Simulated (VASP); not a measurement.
# Tl (Im-3m) in VASP: notebook

Runs on Tl. Level: PBEsol. Tasks: single point.

Everything below comes from runs of VASP 6.6.1. Logs are shortened: lines on timing, memory, paths and dates and some standing lists are left out, and cuts for length are marked.

## Step 1: The cell of the first run

Symmetry: Im-3m, No. 229, cubic system. The conventional cell has a = 3.688 Å, b = 3.688 Å, c = 3.688 Å, α = 90.00°, β = 90.00°, γ = 90.00°. Tl (site symmetry m-3m) has 14 Tl at 3.19 to 3.69 Å within 4.2 Å.

This isn't the form of Tl at room conditions, which is hcp.

## Step 2: Single point, PBEsol (strain -0.050 along x and y, -0.050 along z)

Input file INCAR:

```
SYSTEM = Tl
ALGO = Normal
EDIFF = 1E-7
ENCUT = 520
GGA = PS
ISIF = 2
ISMEAR = 0
LASPH = .True.
LCHARG = .True.
LELF = .True.
LREAL = .False.
LVHAR = .True.
LWAVE = .False.
NBANDS = 12
NELM = 60
PREC = Accurate
SIGMA = 0.15
```

Input file KPOINTS:

```
k-points
0
Gamma
  18 18 18
  0 0 0
```

Input file POSCAR:

```
Tl
1.0
   -1.8439500000      1.8439500000      1.8439500000
    1.8439500000     -1.8439500000      1.8439500000
    1.8439500000      1.8439500000     -1.8439500000
Tl
1
Direct
    0.0000000000      0.0000000000      0.0000000000
```

Potentials or basis: VASP PAW PBE potentials, release 64 (Tl_d).

On the command line:

```sh
$ cat potpaw_PBE.64/Tl_d/POTCAR > POTCAR
$ mpirun -np 1 vasp_std > vasp.out
```

OUTCAR:

```text
SYSTEM = Tl
   EDIFF = 1E-7
   ENCUT = 520
   GGA = PS
   ISIF = 2
   ISMEAR = 0
   LASPH = .True.
   LREAL = .False.
   NELM = 60
   PREC = Accurate

 ion  position               nearest neighbor table
   1  0.000  0.000  0.000-

  LATTYP: Found a body centered cubic cell.
 ALAT       =     3.6879000000

  Lattice vectors:

 A1 = (  -1.8439500000,   1.8439500000,   1.8439500000)
 A2 = (   1.8439500000,  -1.8439500000,   1.8439500000)
 A3 = (   1.8439500000,   1.8439500000,  -1.8439500000)

Analysis of symmetry for initial positions (statically):
=====================================================================
 Subroutine PRICEL returns:
 Original cell was already a primitive cell.

 Routine SETGRP: Setting up the symmetry group for a
 body centered cubic supercell.

 Subroutine GETGRP returns: Found 48 space group operations
 (whereof 48 operations were pure point group operations)
 out of a pool of 48 trial point group operations.

The static configuration has the point symmetry O_h .

Analysis of symmetry for dynamics (positions and initial velocities):
=====================================================================
 Subroutine PRICEL returns:
 Original cell was already a primitive cell.

 Routine SETGRP: Setting up the symmetry group for a
 body centered cubic supercell.

 Subroutine GETGRP returns: Found 48 space group operations
 (whereof 48 operations were pure point group operations)
 out of a pool of 48 trial point group operations.

The dynamic configuration has the point symmetry O_h .

 Subroutine INISYM returns: Found 48 space group operations
 (whereof 48 operations are pure point group operations),
 and found     1 'primitive' translations

----------------------------------------------------------------------------------------

                                     Primitive cell

  volume of cell :      25.0788

  direct lattice vectors                    reciprocal lattice vectors
    -1.843950000  1.843950000  1.843950000     0.000000000  0.271157027  0.271157027
     1.843950000 -1.843950000  1.843950000     0.271157027  0.000000000  0.271157027
     1.843950000  1.843950000 -1.843950000     0.271157027  0.271157027  0.000000000

  length of vectors
     3.193815087  3.193815087  3.193815087     0.383473945  0.383473945  0.383473945

  position of ions in fractional coordinates (direct lattice)
     0.000000000  0.000000000  0.000000000

  ion indices of the primitive-cell ions
   primitive index   ion index
                 1           1

----------------------------------------------------------------------------------------

 KPOINTS: k-points

Automatic generation of k-mesh.
 Grid dimensions read from file:
 generate k-points for:   18   18   18

 Generating k-lattice:

  Cartesian coordinates                     Fractional coordinates (reciprocal lattice)
     0.000000000  0.015064279  0.015064279     0.055555556  0.000000000  0.000000000
     0.015064279  0.000000000  0.015064279     0.000000000  0.055555556  0.000000000
     0.015064279  0.015064279  0.000000000     0.000000000  0.000000000  0.055555556

  Length of vectors
     0.021304108  0.021304108  0.021304108

  Shift w.r.t. Gamma in fractional coordinates (k-lattice)
     0.000000000  0.000000000  0.000000000

 Subroutine IBZKPT returns following result:
 ===========================================

 Found    195 irreducible k-points:

 Following reciprocal coordinates:
            Coordinates               Weight
  0.000000  0.000000  0.000000      1.000000
  0.055556  0.000000  0.000000     12.000000
  0.111111  0.000000  0.000000     12.000000
  0.166667  0.000000  0.000000     12.000000
  0.222222  0.000000  0.000000     12.000000
  0.277778  0.000000  0.000000     12.000000
[... 16 lines left out ...]
  0.333333  0.111111 -0.000000     48.000000
  0.388889  0.111111  0.000000     48.000000
 [... further k-points ...]
   k-points           NKPTS =    195   k-points in BZ     NKDIM =    195   number of bands    NBANDS=     12
   number of dos      NEDOS =    301   number of ions     NIONS =      1
   total plane-waves  NPLWV =  13824
   dimension x,y,z NGX =    24 NGY =   24 NGZ =   24
   dimension x,y,z NGXF=    48 NGYF=   48 NGZF=   48
   ions per type =               1
   NGX,Y,Z   is equivalent  to a cutoff of  12.49, 12.49, 12.49 a.u.
   NGXF,Y,Z  is equivalent  to a cutoff of  24.99, 24.99, 24.99 a.u.
 SYSTEM =  Tl
   PREC   = accura    normal or accurate (medium, high low for compatibility)
   ISTART =      0    job   : 0-new  1-cont  2-samecut
   ICHARG =      2    charge: 1-file 2-atom 10-const
   ISPIN  =      1    spin polarized calculation?
   LNONCOLLINEAR =      F non collinear calculations
   LSORBIT =      F    spin-orbit coupling
   LASPH  =      T    aspherical Exc in radial PAW
   ENCUT  =  520.0 eV  38.22 Ry    6.18 a.u.   5.94  5.94  5.94*2*pi/ulx,y,z
   NELM   =     60;   NELMIN=  2; NELMDL= -5     # of ELM steps
   EDIFF  = 0.1E-06   stopping-criterion for ELM
   LREAL  =      F    real-space projection
   EDIFFG = 0.1E-05   stopping-criterion for IOM
   NSW    =      0    number of steps for IOM
   IBRION =     -1    ionic relax: 0-MD 1-quasi-New 2-CG
   NFREE  =      0    steps in history (QN), initial steepest desc. (CG)
   ISIF   =      2    stress and relaxation
   ISYM   =      2    0-nonsym 1-usesym 2-fastsym
   POTIM  = 0.5000    time-step for ionic-motion
   TEBEG  =    0.0;   TEEND  =   0.0 temperature during run
   PSTRESS=    0.0 pullay stress
   NELECT =      13.0000    total number of electrons
   NUPDOWN=      -1.0000    fix difference up-down
   EMIN   =  10.00;   EMAX   =-10.00  energy-range for DOS
   EFERMI =   0.00;   METHOD = LEGACY
   ISMEAR =     0;   SIGMA  =   0.15  broadening in eV -4-tet -1-fermi 0-gaus
   EFERMI_NEDOS =   21; number of points for ismear=-14 and -15
   IALGO  =     38    algorithm
   IMIX   =      4    mixing-type and parameters
     AMIX     =   0.40;   BMIX     =  1.00
     AMIX_MAG =   1.60;   BMIX_MAG =  1.00
  volume/ion in A,a.u.               =      25.08       169.24
  Fermi-wavevector in a.u.,A,eV,Ry     =   1.315084  2.485148 23.530539  1.729446
  Thomas-Fermi vector in A             =   2.445291
   LORBIT       =      0    0 simple, 1 ext, 2 COOP (PROOUT), +10 PAW based schemes
   GGA     = PS    functional components
   LHFCALC =     F    Hartree Fock is set to
   AEXX    =    0.0000 exact exchange contribution
   IVDW    =     0    specifies the selected vdW correction
   LEPSILON=     F    determine dielectric tensor
   LRPA    =     F    only Hartree local field effects (RPA)
 non-spin polarized calculation
 Gauss-broadening in eV      SIGMA  =   0.15
  energy-cutoff  :      520.00
  volume of cell :       25.08
 maximum number of plane-waves:       688
   NGX = 11   NGY = 11   NGZ = 11

 number of electron      13.0000004 magnetization

 Free energy of the ion-electron system (eV)
  ---------------------------------------------------
  ext. energy  EPLUGINS =         0.00000000
  ---------------------------------------------------
  free energy    TOTEN  =        -2.56627191 eV

  energy without entropy =       -2.56270474  energy(sigma->0) =       -2.56448833

 E-fermi :   7.8683     XC(G=0): -11.0418

 val. band max:        7.8301567600   @ k =   0.2778   0.2222   0.2222
 cond. band min:       7.8732471970   @ k =  -0.3889   0.4444   0.2222
 fundamental gap:      0.0430904370
 Fermi energy:         7.8683094526

 k-point     1 :       0.0000    0.0000    0.0000
  band No.  band energies     occupation
      1      -3.9834      2.00000
      2      -3.9834      2.00000
      3      -3.9834      2.00000
      4      -3.3922      2.00000
      5      -3.3922      2.00000
      6      -3.1702      2.00000
      7      20.2153      0.00000
      8      20.2153      0.00000
      9      20.2153      0.00000
     10      20.4640      0.00000
     11      20.4640      0.00000
     12      20.4640      0.00000

 k-point     2 :       0.0556    0.0000    0.0000
  band No.  band energies     occupation
      1      -3.9915      2.00000
      2      -3.9787      2.00000
      3      -3.9565      2.00000
      4      -3.4015      2.00000
      5      -3.3921      2.00000
      6      -3.0906      2.00000
      7      19.2412      0.00000
      8      19.8881      0.00000
      9      19.9204      0.00000
     10      20.3141      0.00000
     11      20.4483      0.00000
     12      20.5093      0.00000

 k-point     3 :       0.1111    0.0000    0.0000
  band No.  band energies     occupation
      1      -4.0150      2.00000
      2      -3.9736      2.00000
      3      -3.8784      2.00000
      4      -3.4274      2.00000
      5      -3.3919      2.00000
      6      -2.8437      2.00000
      7      17.2606      0.00000
      8      19.0905      0.00000
      9      19.1652      0.00000
     10      20.0585      0.00000
     11      20.4061      0.00000
     12      20.7827      0.00000
[... 286 lines left out ...]
 k-point    23 :       0.3333    0.1111   -0.0000
  band No.  band energies     occupation
      1      -4.2068      2.00000
      2      -4.1260      2.00000
      3      -3.4659      2.00000
      4      -3.4116      2.00000
      5      -3.1847      2.00000
      6       1.1918      2.00000
      7       7.3269      2.00000
      8      13.0606      0.00000
      9      15.3760      0.00000
     10      20.0013      0.00000
     11      21.8955      0.00000
     12      23.3718      0.00000

 k-point    24 :       0.3889    0.1111    0.0000
  band No.  band energies     occupation
      1      -4.2329      2.00000
      2      -4.1583      2.00000
      3      -3.4471      2.00000
      4      -3.4141      2.00000
      5      -3.0998      2.00000
      6       2.3266      2.00000
      7       5.7757      2.00000
      8      12.7469      0.00000
      9      15.1208      0.00000
     10      19.9487      0.00000
     11      21.8258      0.00000
     12      24.0511      0.00000

 [... further k-points ...]
[... 5 lines left out ...]
  --------------------------------------------------------------------------------------
  -------------------------------------------------------------------------------------
  Total        1.0446132      1.0446132      1.0446132      0.0000000      0.0000000     -0.0000000
  in kB       66.7357707     66.7357707     66.7357707      0.0000000      0.0000000     -0.0000000
  external PRESSURE =      66.7357707 kB  Pullay stress =       0.0000000 kB

 VOLUME and BASIS-vectors are now :
 -----------------------------------------------------------------------------
  energy-cutoff  :      520.00
  volume of cell :       25.08
      direct lattice vectors                 reciprocal lattice vectors
    -1.843950000  1.843950000  1.843950000     0.000000000  0.271157027  0.271157027
     1.843950000 -1.843950000  1.843950000     0.271157027  0.000000000  0.271157027
     1.843950000  1.843950000 -1.843950000     0.271157027  0.271157027  0.000000000

 POSITION                                       TOTAL-FORCE (eV/Angst)
 -----------------------------------------------------------------------------------
      0.00000      0.00000      0.00000         0.000000      0.000000      0.000000
 -----------------------------------------------------------------------------------
    total drift:                               -0.000000      0.000000      0.000000

  FREE ENERGIE OF THE ION-ELECTRON SYSTEM (eV)
  ---------------------------------------------------
  free  energy   TOTEN  =        -2.5662719114 eV

  energy  without entropy=       -2.5627047389  energy(sigma->0) =       -2.56448833
```

It took 44 s on 1 thread of Intel Xeon 8259CL, shared host; peak memory 0.18 GiB.

Results:

```yaml
Free_energy: -2.5663 eV
Pressure: 6.7 GPa
Band_gap_on_the_k_mesh: zero (an odd number of electrons rules out a gap without spin polarisation)
```

Caveat: the cell differs from its parent crystal (strain -0.050 along x and y, -0.050 along z); the cell stands under pressure; the PAW data sets were made with another functional, which shifts forces and pressure a little; spin-orbit coupling is left out, which moves the levels of the heavy elements.

## Step 3: Single point, PBEsol (strain -0.025 along x and y, -0.025 along z)

Input file INCAR:

```
SYSTEM = Tl
ALGO     = Fast           ! electronic algorithm
EDIFF    = 1E-7           ! SCF threshold, eV
ENCUT    = 520            ! plane-wave cutoff, eV
GGA      = PS             ! functional
ISIF     = 2              ! what is computed and relaxed
ISMEAR   = 0              ! smearing method
LASPH    = .True.         ! aspherical terms in the spheres
LCHARG   = .True.         ! write CHGCAR
LELF     = .True.         ! ELF
LREAL    = .False.        ! projectors in reciprocal space
LVHAR    = .True.       
LWAVE    = .False.        ! write WAVECAR
NBANDS   = 12             ! bands
NELM     = 100            ! most SCF steps
PREC     = Accurate       ! precision mode
SIGMA    = 0.15           ! smearing width, eV
```

KPOINTS is that of step 2.

Input file POSCAR:

```
Tl
1.0
   -1.8924750000      1.8924750000      1.8924750000
    1.8924750000     -1.8924750000      1.8924750000
    1.8924750000      1.8924750000     -1.8924750000
Tl
1
Direct
    0.0000000000      0.0000000000      0.0000000000
```

Potentials or basis: VASP PAW PBE potentials, release 64 (Tl_d).

On the command line:

```sh
$ cat potpaw_PBE.64/Tl_d/POTCAR > POTCAR
$ mpirun -np 1 vasp_std > vasp.out
```

It took 63 s on 1 thread of Intel Xeon 8259CL, shared host; peak memory 0.18 GiB.

Results (log left out):

- Free energy: -2.6210 eV
- Pressure: 2.1 GPa
- Band gap on the k mesh: zero (an odd number of electrons rules out a gap without spin polarisation)

Levels at points of the mesh, in eV from the Fermi level:
| k point | band 4 | band 5 | band 6 | band 7 | band 8 | band 9 |
| --- | --- | --- | --- | --- | --- | --- |
| (0.00, 0.00, 0.00) | -11.20 | -11.20 | -10.44 | 11.44 | 11.44 | 11.44 |
| (0.50, 0.00, 0.00) | -11.20 | -10.87 | -4.97 | -2.98 | 6.07 | 7.33 |
| (0.50, 0.50, 0.50) | -10.95 | -10.95 | -1.25 | 1.41 | 1.41 | 1.41 |

Caveat: the cell differs from its parent crystal (strain -0.025 along x and y, -0.025 along z); the PAW data sets were made with another functional, which shifts forces and pressure a little; spin-orbit coupling is left out, which moves the levels of the heavy elements.

## Step 4: Single point, PBEsol (strain +0.025 along x and y, +0.025 along z)

Input file INCAR:

```
SYSTEM = Tl
PREC     = Accurate       ! precision mode
ENCUT    = 520            ! plane-wave cutoff, eV
EDIFF    = 1E-7           ! SCF threshold, eV
ISMEAR   = 0              ! smearing method
SIGMA    = 0.15           ! smearing width, eV
LREAL    = .False.        ! projectors in reciprocal space
LASPH    = .True.         ! aspherical terms in the spheres
NELM     = 80             ! most SCF steps
ALGO     = Normal         ! electronic algorithm
ISIF     = 2              ! what is computed and relaxed
LWAVE    = .False.        ! write WAVECAR
LCHARG   = .False.        ! write CHGCAR
GGA      = PS             ! functional
NBANDS   = 12             ! bands
```

Input file KPOINTS:

```
Automatic mesh
0
Gamma
  18 18 18
  0 0 0
```

Input file POSCAR:

```
Tl
1.0
   -1.9895250000      1.9895250000      1.9895250000
    1.9895250000     -1.9895250000      1.9895250000
    1.9895250000      1.9895250000     -1.9895250000
Tl
1
Direct
    0.0000000000      0.0000000000      0.0000000000
```

On the command line:

```sh
$ cat potpaw_PBE.64/Tl_d/POTCAR > POTCAR
$ mpirun -np 1 vasp_std > vasp.out
```

Run time: 90 s. Hardware: 1 thread of Intel Xeon 8259CL, shared host; peak memory 0.21 GiB.

It converged, with:

```
Free energy            : -2.6027 eV
Pressure               : -2.8 GPa
Band gap on the k mesh : zero (an odd number of electrons rules out a gap without spin polarisation)
```

Levels at points of the mesh, in eV from the Fermi level:
```tsv
k point	band 4	band 5	band 6	band 7	band 8	band 9
(0.00, 0.00, 0.00)	-11.15	-11.15	-9.45	9.84	9.84	9.84
(0.50, 0.00, 0.00)	-11.15	-10.93	-5.09	-2.40	5.41	6.81
(0.50, 0.50, 0.50)	-10.98	-10.98	-2.12	1.41	1.41	1.41
```

Caveat: the cell differs from its parent crystal (strain +0.025 along x and y, +0.025 along z); the PAW data sets were made with another functional, which shifts forces and pressure a little; spin-orbit coupling is left out, which moves the levels of the heavy elements.

(Continued in part 2 of 2.)

The gap in the log of VASP goes by the Fermi energy; the results here count the filled bands.